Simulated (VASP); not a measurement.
A run of VASP 6.6.1 is set up as follows.

The input POSCAR:

```
Ir4F
1.0
    2.7182807111      0.0000000000      0.0000000000
    0.0000000000      2.7182807111      0.0000000000
    0.0000000000      0.0000000000     24.7663441720
Ir F
4 1
Direct
    0.5000000000      0.5000000000      0.3432076991
    0.0000000000      0.0000000000      0.4208176488
    0.5000000000      0.5000000000      0.4989389497
    0.0000000000      0.0000000000      0.5725799416
    0.0000000000      0.0000000000      0.6480013158
```

Contents of INCAR.step1:

```
PREC     = Accurate       # precision mode
ENCUT    = 520            # plane-wave cutoff, eV
ISMEAR   = 0              # smearing method
SIGMA    = 0.1            # smearing width, eV
LREAL    = False          # projectors in reciprocal space
LASPH    = True           # aspherical terms in the spheres
NELM     = 80             # most SCF steps
LDIPOL   = True         
IDIPOL   = 3            
DIPOL    = 0.5 0.5 0.497
NBANDS   = 30             # bands
GGA      = PE             # functional
ALGO     = Normal         # electronic algorithm
EDIFF    = 1E-4           # SCF threshold, eV
LWAVE    = True           # write WAVECAR
LCHARG   = False          # write CHGCAR
```

File INCAR.step2:

```
PREC     = Accurate       # precision mode
ENCUT    = 520            # plane-wave cutoff, eV
EDIFF    = 1E-6           # SCF threshold, eV
ISMEAR   = 0              # smearing method
SIGMA    = 0.1            # smearing width, eV
LREAL    = False          # projectors in reciprocal space
LASPH    = True           # aspherical terms in the spheres
NELM     = 80             # most SCF steps
ALGO     = Normal         # electronic algorithm
ISIF     = 2              # what is computed and relaxed
LWAVE    = False          # write WAVECAR
LCHARG   = False          # write CHGCAR
LDIPOL   = True         
IDIPOL   = 3            
DIPOL    = 0.5 0.5 0.497
METAGGA  = R2SCAN         # meta-GGA
LMIXTAU  = True         
NBANDS   = 30             # bands
ISTART   = 1
```

KPOINTS

```
regular mesh
0
Gamma
  11 11 1
```

Potentials or basis: VASP PAW PBE potentials, release 64 (Ir, F).

The run is started by

```console
$ cat potpaw_PBE.64/Ir/POTCAR potpaw_PBE.64/F/POTCAR > POTCAR
$ cp INCAR.step1 INCAR
$ mpirun -np 1 vasp_std > vasp.out
$ cp INCAR.step2 INCAR
$ mpirun -np 1 vasp_std > vasp.out
```

What does it give for the band gap on the k mesh?

Zero (an odd number of electrons rules out a gap without spin polarisation).

What does it give for the largest force?

1.288 eV/Å.

Forces on the atoms (eV/Å):
```
Ir   0.000  0.000  0.957
Ir   0.000  0.000 -1.288
Ir   0.000  0.000 -0.176
Ir   0.000  0.000  0.085
F    0.000  0.000  0.422
```

Caveat: the PAW data sets were made with another functional, which shifts forces and pressure a little; spin-orbit coupling is left out, which moves the levels of the heavy elements; an odd number of electrons without spin polarisation forces a metal; a magnetic or distorted state may lie lower.
